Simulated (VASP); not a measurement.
Set up this calculation in VASP 6.6.1, as the native input.

| Item | Value |
| --- | --- |
| Task | single point |
| Functional | PBEsol |
| Potentials or basis | VASP PAW PBE potentials, release 64 (Al, Ni) |
| Cutoff | 520 eV |
| k mesh | 14 × 14 × 14 |
| Occupations | gaussian, width 0.15 eV |
| Spin | no spin polarisation |
| Dipole correction | no |
| Further INCAR settings | ALGO = Fast; EDIFF = 1e-06; NBANDS = 24 |

The structure of AlNi3 lies in POSCAR:

```
AlNi3
1.0
    0.1337054357      2.7901048207      2.7901048207
    2.7901048207      0.1337054357      2.7901048207
    2.7901048207      2.7901048207      0.1337054357
Al Ni
1 3
Direct
    0.5000000000      0.5000000000      0.5000000000
    0.2500000000      0.2500000000      0.2500000000
    0.0000000000      0.0000000000      0.0000000000
    0.7500000000      0.7500000000      0.7500000000
```

One way to write it, as run:

INCAR

```
SYSTEM = AlNi3
PREC = Accurate ; ENCUT = 520
EDIFF = 1E-6 ; ISMEAR = 0
SIGMA = 0.15 ; LREAL = .FALSE.
LASPH = .TRUE. ; NELM = 100
ALGO = Fast ; ISIF = 2
LWAVE = .FALSE. ; LCHARG = .FALSE.
GGA = PS ; NBANDS = 24
```

KPOINTS

```
Automatic mesh
0
G
  14 14 14
  0 0 0
```

Potentials or basis: VASP PAW PBE potentials, release 64 (Al, Ni).

Launch:

```console
$ cat potpaw_PBE.64/Al/POTCAR potpaw_PBE.64/Ni/POTCAR > POTCAR
$ mpirun -np 1 vasp_std > vasp.out
```

It gave:

```json
{
 "Pressure": "21.6 GPa",
 "Largest force": "0.102 eV/Å",
 "Band gap on the k mesh": "zero (an odd number of electrons rules out a gap without spin polarisation)"
}
```

Caveat: the cell stands under pressure; the PAW data sets were made with another functional, which shifts forces and pressure a little.

Wall time 3.1 min on 1 thread of Intel(R) Xeon(R) 6975P-C (Granite Rapids), with other jobs on the host, peak memory 0.35 GiB.
